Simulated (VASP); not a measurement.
A run of VASP 6.6.1 is set up as follows.

Contents of POSCAR:

```
Ta
1.0
    2.8637916544      0.0000000000      0.0000000000
   -1.4318958272      2.4801163239      0.0000000000
    0.0000000000      0.0000000000      5.0882980319
Ta
2
Direct
    0.3333333333      0.6666666667      0.2500000000
    0.6666666667      0.3333333333      0.7500000000
```

Contents of INCAR.step1:

```
SYSTEM = Ta
PREC     = Accurate       ! precision mode
ENCUT    = 520            ! plane-wave cutoff, eV
EDIFF    = 1E-5           ! SCF threshold, eV
ISMEAR   = -1             ! smearing method
SIGMA    = 0.05           ! smearing width, eV
LREAL    = .FALSE.        ! projectors in reciprocal space
LASPH    = .TRUE.         ! aspherical terms in the spheres
NELM     = 60             ! most SCF steps
ALGO     = Normal         ! electronic algorithm
ISIF     = 2              ! what is computed and relaxed
LWAVE    = .TRUE.         ! write WAVECAR
LCHARG   = .FALSE.        ! write CHGCAR
NBANDS   = 18             ! bands
GGA      = PE             ! functional
```

Contents of INCAR.step2:

```
SYSTEM = Ta
PREC     = Accurate       ! precision mode
ENCUT    = 520            ! plane-wave cutoff, eV
EDIFF    = 1E-6           ! SCF threshold, eV
ISMEAR   = -1             ! smearing method
SIGMA    = 0.05           ! smearing width, eV
LREAL    = .FALSE.        ! projectors in reciprocal space
LASPH    = .TRUE.         ! aspherical terms in the spheres
NELM     = 60             ! most SCF steps
ALGO     = Normal         ! electronic algorithm
ISIF     = 2              ! what is computed and relaxed
LWAVE    = .FALSE.        ! write WAVECAR
LCHARG   = .FALSE.        ! write CHGCAR
GGA      = PS             ! functional
LHFCALC  = .TRUE.         ! exact exchange
AEXX     = 0.25           ! exact-exchange fraction
HFSCREEN = 0.207          ! screening, 1/A
PRECFOCK = Normal       
NBANDS   = 18             ! bands
ISTART   = 1
```

KPOINTS

```
regular mesh
0
G
  6 6 3
  0 0 0
```

Potentials or basis: VASP PAW PBE potentials, release 64 (Ta_pv).

Command:

```console
$ cat potpaw_PBE.64/Ta_pv/POTCAR > POTCAR
$ cp INCAR.step1 INCAR
$ mpirun -np 1 vasp_std > vasp.out
$ cp INCAR.step2 INCAR
$ mpirun -np 1 vasp_std > vasp.out
```

Q: Predict the band gap on the k mesh.

A: Zero (bands 11 and 12 overlap by 1.74 eV).

Q: Predict the pressure.

A: -1.2 GPa.

Stress tensor (GPa, compression positive):
```
-1.27  0.00  0.00
 0.00 -1.27  0.00
 0.00  0.00 -0.95
```

Caveat: the k points lie up to 0.42 Å⁻¹ apart, too coarse for converged energies and pressures of a metal; the PAW data sets were made with another functional, which shifts forces and pressure a little; spin-orbit coupling is left out, which moves the levels of the heavy elements.
